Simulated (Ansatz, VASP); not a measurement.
# InPd in VASP and in Ansatz

File POSCAR:

```
InPd
1.0
    3.2499251601      0.0000000000      0.0000000000
    0.0000000000      3.2499251601      0.0000000000
    0.0000000000      0.0000000000      3.2499251601
In Pd
1 1
Direct
    0.0000000000      0.0000000000      0.0000000000
    0.5000000000      0.5000000000      0.5000000000
```

INCAR.step1

```
PREC     = Accurate       # precision mode
ENCUT    = 690            # plane-wave cutoff, eV
ISMEAR   = -1             # smearing method
SIGMA    = 0.05           # smearing width, eV
LREAL    = False          # projectors in reciprocal space
LASPH    = True           # aspherical terms in the spheres
NELM     = 120            # most SCF steps
NBANDS   = 22             # bands
GGA      = PE             # functional
ALGO     = Normal         # electronic algorithm
EDIFF    = 1E-5           # SCF threshold, eV
LWAVE    = True           # write WAVECAR
LCHARG   = False          # write CHGCAR
GGA_COMPAT= False
```

Contents of INCAR.step2:

```
PREC     = Accurate       # precision mode
ENCUT    = 690            # plane-wave cutoff, eV
EDIFF    = 1E-6           # SCF threshold, eV
ISMEAR   = -1             # smearing method
SIGMA    = 0.05           # smearing width, eV
LREAL    = False          # projectors in reciprocal space
LASPH    = True           # aspherical terms in the spheres
NELM     = 120            # most SCF steps
ALGO     = Normal         # electronic algorithm
ISIF     = 2              # what is computed and relaxed
LWAVE    = False          # write WAVECAR
LCHARG   = False          # write CHGCAR
METAGGA  = R2SCAN         # meta-GGA
LMIXTAU  = True         
NBANDS   = 22             # bands
ISTART   = 1            
GGA_COMPAT= False
```

Contents of KPOINTS:

```
Automatic mesh
0
Gamma
  8 8 8
```

The input input.yaml:

```yaml
crystal:
  lattice:
    - [3.2499251601, 0.0, 0.0]
    - [0.0, 3.2499251601, 0.0]
    - [0.0, 0.0, 3.2499251601]
  atoms:
    - { symbol: In, position: [0.0, 0.0, 0.0] }
    - { symbol: Pd, position: [0.5, 0.5, 0.5] }
hamiltonian:
  xc: r2scan
  pseudopotentials: { kind: paw }
kpoints:
  mp_grid: { grid: [8, 8, 8] }
scf:
  occupations: { method: fermi_dirac, width: 0.05 }
output:
  forces: true
  stress: true
  eigenvalues: true
  write_density: true
  write_potential: true
  elf: true
  volumetric_format: npy
```

Alike in both runs: task single point; functional r2SCAN; k mesh 8 × 8 × 8; occupations fermi-dirac, width 0.05 eV; no spin polarisation.

|  | VASP | Ansatz |
| --- | --- | --- |
| version | VASP 6.6.1 | Ansatz 0.2.0 |
| potentials or method | VASP PAW PBE potentials, release 64 (In_d, Pd_sv_GW) | Ansatz PAW |
| plane-wave cutoff (eV) | 690 | 500 |
| valence electrons in the cell | 31 | 31 |

|  | VASP | Ansatz | Ansatz less VASP |
| --- | --- | --- | --- |
| gap on the k mesh at the Fermi level (eV) | none | none | - |
| pressure (GPa) | 2.7 | 2.2 | -0.48 |

VASP's potentials were made for PBE, not for r2SCAN. A gap of «none» marks a metal or a gap that the smearing closes.
